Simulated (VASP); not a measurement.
Crystal: C.

```xyz
4
Lattice="2.5032 0.0000 0.0000 -1.2516 2.1678 0.0000 0.0000 0.0000 4.1689" Properties=species:S:1:pos:R:3 pbc="T T T"
C     0.0000    1.4452    0.0010
C     1.2516    0.7226    2.0854
C     0.0000    1.4452    1.5624
C     1.2516    0.7226    3.6468
```

Base run:

* Program: VASP 6.6.1
* Functional: r2SCAN
* Potentials or basis: VASP PAW PBE potentials, release 64 (C)
* Cutoff: 520 eV
* k mesh: 12 × 12 × 6
* Occupations: gaussian, width 0.01 eV
* Spin: no spin polarisation

Its results: band gap on the k mesh 3.56 eV, indirect (least direct gap 5.19 eV); pressure 1.1 GPa; largest force 0.010 eV/Å.

Q: The run is repeated on the same cell with these changes: functional from r2SCAN to LDA; potentials or basis from VASP PAW PBE potentials, release 64 (C) to VASP PAW LDA potentials, release 64 (C). What comes out?

A: Band gap on the k mesh 3.11 eV, indirect (least direct gap 4.94 eV); pressure -9.2 GPa; largest force 0.005 eV/Å.

Caveats: the PAW data sets were made with another functional, which shifts forces and pressure a little (some runs).

A k mesh can miss the band edges.
